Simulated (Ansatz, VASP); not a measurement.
**Ta2Tl in VASP and in Ansatz**

```
Ta Tl
1.0
     5.88660    0.00000    0.00000
     0.00000    5.88660    0.00000
     0.00000    0.00000    5.88660
Ta Tl
4 2
Direct
  0.25000 0.25000 0.25000
  0.25000 0.75000 0.75000
  0.75000 0.75000 0.25000
  0.75000 0.25000 0.75000
  0.00000 0.00000 0.00000
  0.50000 0.50000 0.50000
```

Alike in both runs: functional PBE; k mesh 6 × 6 × 6; occupations gaussian, width 0.1 eV; no spin polarisation.

Ansatz relaxed the structure, and its values are those at the end. VASP's run is a single point on that final structure, the one shown.

|  | VASP | Ansatz |
| --- | --- | --- |
| version | VASP 6.6.1 | Ansatz 0.2.0 |
| potentials or method | VASP PAW PBE potentials, release 64 (Ta_pv, Tl_d), cutoff 520 eV | scalar-relativistic, plane waves, PAW |
| valence electrons in the cell | 70 | 78 |

```tsv
	VASP	Ansatz	Ansatz less VASP
gap on the k mesh at the Fermi level (eV)	none	none	-
pressure (GPa)	0.0	0.0	+0.03
```

A gap of «none» marks a metal or a gap that the smearing closes. With one functional, cell and mesh, what is left measures potentials, basis and numerics. VASP's potentials hold 70 valence electrons a cell and Ansatz's 78, so a difference there can come from the potentials and not from the codes.

Spin-orbit coupling is off throughout.
